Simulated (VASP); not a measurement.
Al, 4 atoms in the cell. The structure is cubic, space group Fm-3m (No. 225). Conventional cell: a = 4.048 Å, b = 4.048 Å, c = 4.048 Å, α = 90.00°, β = 90.00°, γ = 90.00°. Al (site symmetry m-3m) has 12 Al at 2.86 Å within 3.8 Å. 

```yaml
Program: VASP 6.6.1
Task: single point
Functional: PBE
Potentials_or_basis: VASP PAW PBE potentials, release 64 (Al)
Cutoff: 500 eV
k_mesh: 6 × 6 × 6
Occupations: gaussian, width 0.05 eV
Spin: no spin polarisation
Dipole_correction: no
Further_INCAR_settings: ALGO = Normal; EDIFF = 1e-06; NBANDS = 14
```

Potentials or basis: VASP PAW PBE potentials, release 64 (Al).

The run is started by

```sh
$ cat potpaw_PBE.64/Al/POTCAR > POTCAR
$ mpirun -np 1 vasp_std > vasp.out
```

Hardware: 1 thread of Intel Xeon 8259CL, on a shared host.

Task: How long does it take, and how much memory?

Result: Run time: 20 s on 1 thread of Intel Xeon 8259CL, on a shared host, peak memory 0.16 GiB. Counts: scf iterations 11, k points 20.
